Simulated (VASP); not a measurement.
# Pd (P6_3/mmc) in VASP: further runs, part 2 of 2

VASP 6.6.1. The steps go on from the part before.

## Step 4: Single point, PBEsol+D3(BJ)

This run uses another cell than the first one, of 14.26 Å³/atom, 0.918 times its volume.

Contents of INCAR:

```
  ALGO = Normal
  EDIFF = 1E-6
  ENCUT = 520
  GGA = PS
  ISIF = 2
  ISMEAR = -1
  IVDW = 12
  LASPH = True
  LCHARG = False
  LREAL = False
  LWAVE = False
  NBANDS = 17
  NELM = 60
  PREC = Accurate
  SIGMA = 0.05
```

Contents of KPOINTS:

```
k-points
0
Gamma
  11 11 6
```

Contents of POSCAR:

```
Pd
1.0
    2.7040843182      0.0000000000      0.0000000000
   -1.3520421591      2.3418057136      0.0000000000
    0.0000000000      0.0000000000      4.5051644234
Pd
2
Direct
    0.3333333333      0.6666666667      0.2500000000
    0.6666666667      0.3333333333      0.7500000000
```

Potentials or basis: VASP PAW PBE potentials, release 64 (Pd).

The run is started by

```console
$ cat potpaw_PBE.64/Pd/POTCAR > POTCAR
$ mpirun -np 1 vasp_std > vasp.out
```

OUTCAR:

```text
EDIFF = 1E-6
   ENCUT = 520
   GGA = PS
   ISIF = 2
   ISMEAR = -1
   IVDW = 12
   LASPH = True
   LREAL = False
   NELM = 60
   PREC = Accurate
 IVDW          = 12

 ion  position               nearest neighbor table
   1  0.333  0.667  0.250-   2 2.74   2 2.74   2 2.74   2 2.74   2 2.74   2 2.74
   2  0.667  0.333  0.750-   1 2.74   1 2.74   1 2.74   1 2.74   1 2.74   1 2.74

  LATTYP: Found a hexagonal cell.
 ALAT       =     2.7040843182
 C/A-ratio  =     1.6660591510

  Lattice vectors:

 A1 = (   2.7040843182,   0.0000000000,   0.0000000000)
 A2 = (  -1.3520421591,   2.3418057136,   0.0000000000)
 A3 = (   0.0000000000,   0.0000000000,   4.5051644234)

Analysis of symmetry for initial positions (statically):
=====================================================================
 Subroutine PRICEL returns:
 Original cell was already a primitive cell.

 Routine SETGRP: Setting up the symmetry group for a
 hexagonal supercell.

 Subroutine GETGRP returns: Found 24 space group operations
 (whereof 12 operations were pure point group operations)
 out of a pool of 24 trial point group operations.

The static configuration has the point symmetry D_3d.
 The point group associated with its full space group is D_6h.

Analysis of symmetry for dynamics (positions and initial velocities):
=====================================================================
 Subroutine PRICEL returns:
 Original cell was already a primitive cell.

 Routine SETGRP: Setting up the symmetry group for a
 hexagonal supercell.

 Subroutine GETGRP returns: Found 24 space group operations
 (whereof 12 operations were pure point group operations)
 out of a pool of 24 trial point group operations.

The dynamic configuration has the point symmetry D_3d.
 The point group associated with its full space group is D_6h.

 Subroutine INISYM returns: Found 24 space group operations
[... 112 lines left out ...]
   ISMEAR =    -1;   SIGMA  =   0.05  broadening in eV -4-tet -1-fermi 0-gaus
   EFERMI_NEDOS =   21; number of points for ismear=-14 and -15
   IALGO  =     38    algorithm
   IMIX   =      4    mixing-type and parameters
     AMIX     =   0.40;   BMIX     =  1.00
     AMIX_MAG =   1.60;   BMIX_MAG =  1.00
  volume/ion in A,a.u.               =      14.26        96.26
  Fermi-wavevector in a.u.,A,eV,Ry     =   1.454312  2.748251 28.776640  2.115023
  Thomas-Fermi vector in A             =   2.571477
   LORBIT       =      0    0 simple, 1 ext, 2 COOP (PROOUT), +10 PAW based schemes
   GGA     = PS    functional components
   LHFCALC =     F    Hartree Fock is set to
   AEXX    =    0.0000 exact exchange contribution
   IVDW    =    12    specifies the selected vdW correction
   LEPSILON=     F    determine dielectric tensor
   LRPA    =     F    only Hartree local field effects (RPA)
 non-spin polarized calculation
  energy-cutoff  :      520.00
  volume of cell :       28.53
 maximum number of plane-waves:       779
 NGX is ok and might be reduce to    20
   NGX =  9   NGY =  9   NGZ = 17

 number of electron      19.9999994 magnetization

 Free energy of the ion-electron system (eV)
  ---------------------------------------------------
  ext. energy  EPLUGINS =         0.00000000
  ---------------------------------------------------
  free energy    TOTEN  =       -11.84634683 eV

  energy without entropy =      -11.80310915  energy(sigma->0) =      -11.82472799

 E-fermi :  10.2140     XC(G=0): -13.5883

 val. band max:       10.2111497958   @ k =   0.4545   0.0909   0.0000
 cond. band min:      10.2283097670   @ k =   0.3636   0.0000   0.0000
 fundamental gap:      0.0171599711
 Fermi energy:        10.2140426177

 k-point     1 :       0.0000    0.0000    0.0000
  band No.  band energies     occupation
      1       2.6929      2.00000
      2       4.5749      2.00000
      3       7.0633      2.00000
      4       7.2843      2.00000
      5       7.2843      2.00000
      6       7.6633      2.00000
[... 457 lines left out ...]
      4       6.5824      2.00000
      5       7.1069      2.00000
      6       7.6118      2.00000
[... 9 lines left out ...]
     16      28.0496      0.00000
     17      29.3492      0.00000

 [... further k-points ...]

------------------------ aborting loop because EDIFF is reached ----------------------------------------

 Edisp (eV)   -1.28663

 E8    (eV) :    -0.8590

  FORCE on cell =-STRESS in cart. coord.  units (eV):
  Direction    XX          YY          ZZ          XY          YZ          ZX
  --------------------------------------------------------------------------------------
  -------------------------------------------------------------------------------------
  Total      -0.41459    -0.41459    -0.43236    -0.00000     0.00000     0.00000
  in kB     -23.28336   -23.28336   -24.28116    -0.00000     0.00000     0.00000
  external pressure =      -23.62 kB  Pullay stress =        0.00 kB

 VOLUME and BASIS-vectors are now :
 -----------------------------------------------------------------------------
  energy-cutoff  :      520.00
  volume of cell :       28.53
      direct lattice vectors                 reciprocal lattice vectors
     2.704084318  0.000000000  0.000000000     0.369810953  0.213510454  0.000000000
    -1.352042159  2.341805714  0.000000000     0.000000000  0.427020907  0.000000000
     0.000000000  0.000000000  4.505164423     0.000000000  0.000000000  0.221967481

 POSITION                                       TOTAL-FORCE (eV/Angst)
 -----------------------------------------------------------------------------------
     -0.00000      1.56120      1.12629         0.000000      0.000000      0.000000
      1.35204      0.78060      3.37887        -0.000000      0.000000      0.000000
 -----------------------------------------------------------------------------------
    total drift:                               -0.000000      0.000000     -0.000000

  FREE ENERGIE OF THE ION-ELECTRON SYSTEM (eV)
  ---------------------------------------------------
  free  energy   TOTEN  =       -13.1329727243 eV

  energy  without entropy=      -13.0897350532  energy(sigma->0) =      -13.11135389
```

It took 13 s on 1 thread of AMD EPYC 9R45 (Zen 5), shared host; peak memory 0.13 GiB.

Results:

```yaml
Free_energy: -13.1330 eV
Pressure: -2.4 GPa
Band_gap_on_the_k_mesh: zero (band 10 reaches 10.38 eV, above the bottom of band 11 at 9.46 eV)
Dispersion_energy_per_atom: -0.643 eV
```

Caveat: three body term missing; the PAW data sets were made with another functional, which shifts forces and pressure a little; pairwise dispersion overbinds metals, which lowers pressure and volume.

## Step 5: Summary

| task | level | potentials or basis | cell | cutoff (eV) | gap on the mesh (eV) | pressure (GPa) |
| --- | --- | --- | --- | --- | --- | --- |
| relaxation of cell and atoms | BLYP | VASP PAW PBE potentials, release 64 (Pd) | relaxed from a = 2.784, b = 2.784, c = 4.629 Å, angles 90.0, 90.0, 120.0°, 2 atoms | 600 | none | 0.1 |
| single point | LDA | VASP PAW LDA potentials, release 64 (Pd) | a = 2.784, b = 2.784, c = 4.629 Å, angles 90.0, 90.0, 120.0°, 2 atoms | 520 | none | -15.4 |
| single point | PBEsol+D3(BJ) | VASP PAW PBE potentials, release 64 (Pd) | a = 2.704, b = 2.704, c = 4.505 Å, angles 90.0, 90.0, 120.0°, 2 atoms | 520 | none | -2.4 |

Alike in all rows: no spin polarisation; k mesh 11 × 11 × 6; smearing fermi-dirac 0.05 eV.

Caveats: the PAW data sets were made with another functional, which shifts forces and pressure a little (some runs); three body term missing (some runs); pairwise dispersion overbinds metals, which lowers pressure and volume (some runs).

Absolute energies hang on the potentials; compare differences alone.
